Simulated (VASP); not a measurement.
Set up this calculation in VASP 6.6.1, as the native input.

```yaml
Task: relaxation of cell and atoms
Functional: PBE
Potentials_or_basis: VASP PAW PBE potentials, release 64 (Hf_pv, C)
Cutoff: 600 eV
k_mesh: 11 × 11 × 11
Occupations: fermi-dirac, width 0.1 eV
Spin: no spin polarisation
Dipole_correction: no
Further_INCAR_settings: ALGO = Normal; EDIFF = 1e-06; IBRION = 2; EDIFFG = -0.01; NSW = 80; ISIF = 3
```

The structure of HfC lies in POSCAR:

```
HfC
1.0
    0.0000000000      2.3250000000      2.3250000000
    2.3250000000      0.0000000000      2.3250000000
    2.3250000000      2.3250000000      0.0000000000
Hf C
1 1
Direct
    0.5000000000      0.5000000000      0.5000000000
    0.0000000000      0.0000000000      0.0000000000
```

The input as run:

INCAR

```
SYSTEM = HfC
ALGO     = Normal         ! electronic algorithm
EDIFF    = 1E-6           ! SCF threshold, eV
EDIFFG   = -0.01          ! ionic threshold
ENCUT    = 600            ! plane-wave cutoff, eV
GGA      = PE             ! functional
IBRION   = 2              ! ionic algorithm
ISIF     = 3              ! what is computed and relaxed
ISMEAR   = -1             ! smearing method
LASPH    = .TRUE.         ! aspherical terms in the spheres
LCHARG   = .FALSE.        ! write CHGCAR
LREAL    = .FALSE.        ! projectors in reciprocal space
LWAVE    = .FALSE.        ! write WAVECAR
NELM     = 80             ! most SCF steps
NSW      = 80             ! ionic steps
PREC     = Accurate       ! precision mode
SIGMA    = 0.1            ! smearing width, eV
```

KPOINTS

```
k-points
0
G
  11 11 11
  0 0 0
```

Potentials or basis: VASP PAW PBE potentials, release 64 (Hf_pv, C).

Run with:

```sh
$ cat potpaw_PBE.64/Hf_pv/POTCAR potpaw_PBE.64/C/POTCAR > POTCAR
$ mpirun -np 1 vasp_std > vasp.out
```

Results of the run:

```
Relaxed volume                         : 12.54 Å³/atom
Relaxed cell                           : a = 3.286 Å, b = 3.286 Å, c = 3.286 Å, α = 60.00°, β = 60.00°, γ = 60.00°
Space group after relaxing (to 0.05 Å) : Fm-3m (No. 225)
Energy gained by relaxing              : 0.0 meV/atom
Ionic steps                            : 3
Pressure after relaxing                : 0.0 GPa
Band gap on the k mesh                 : zero (band 7 reaches 6.97 eV, above the bottom of band 8 at 5.54 eV)
```

Caveat: spin-orbit coupling is left out, which moves the levels of the heavy elements.

It took 31 s on 1 thread of Intel(R) Xeon(R) Platinum 8124M CPU @ 3.00GHz (Skylake/Cascade Lake) (shared host), peak memory 0.17 GiB.
